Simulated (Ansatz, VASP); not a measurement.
**Tl: VASP beside Ansatz**

File INCAR:

```
SYSTEM = Tl
  ALGO = Fast
  EDIFF = 1E-6
  ENCUT = 520
  GGA = PS
  ISIF = 2
  ISMEAR = 0
  LASPH = .TRUE.
  LCHARG = .FALSE.
  LREAL = .FALSE.
  LWAVE = .FALSE.
  NBANDS = 20
  NELM = 100
  PREC = Accurate
  SIGMA = 0.15
```

KPOINTS

```
k-points
0
G
  18 18 10
  0 0 0
```

Contents of POSCAR:

```
Tl
1.0
    3.3177584223      0.0000000000      0.0000000000
   -1.6588792112      2.8732630773      0.0000000000
    0.0000000000      0.0000000000      5.9670000000
Tl
2
Direct
    0.3333333333      0.6666666667      0.2500000000
    0.6666666667      0.3333333333      0.7500000000
```

Input for Ansatz:

```yaml
crystal:
  lattice:
    - [3.3177584223, 0.0, 0.0]
    - [-1.6588792112, 2.8732630773, 0.0]
    - [0.0, 0.0, 5.967]
  atoms:
    - { symbol: Tl, position: [0.3333333333, 0.6666666667, 0.25] }
    - { symbol: Tl, position: [0.6666666667, 0.3333333333, 0.75] }
basis:
  ecutwfc: 420
kpoints:
  mp_grid: { grid: [18, 18, 10] }
hamiltonian:
  xc: pbesol
scf:
  occupations: { method: gaussian, width: 0.15 }
output:
  forces: true
  stress: true
  eigenvalues: true
```

Change from the starting cell: strain -0.040 along x and y, +0.080 along z, atoms carried along.

Alike in both runs: task single point; functional PBEsol; k mesh 18 × 18 × 10; occupations gaussian, width 0.15 eV; no spin polarisation.

|  | VASP | Ansatz |
| --- | --- | --- |
| version | VASP 6.6.1 | Ansatz 0.2.0 |
| potentials or method | VASP PAW PBE potentials, release 64 (Tl_d), cutoff 520 eV | scalar-relativistic, plane waves, PAW |
| valence electrons in the cell | 26 | 26 |

|  | VASP | Ansatz | Ansatz less VASP |
| --- | --- | --- | --- |
| gap on the k mesh at the Fermi level (eV) | none | none | - |
| pressure (GPa) | 0.3 | 0.4 | +0.06 |
| traceless stress, the component that is largest in VASP (GPa) | -2.05 | -2.05 | -0.003 |

VASP's potentials were made for PBE, not for PBEsol. A gap of «none» marks a metal or a gap that the smearing closes. The functional is the same, so the differences come from potentials, cutoffs and numerics.

Neither program's run includes spin-orbit coupling.
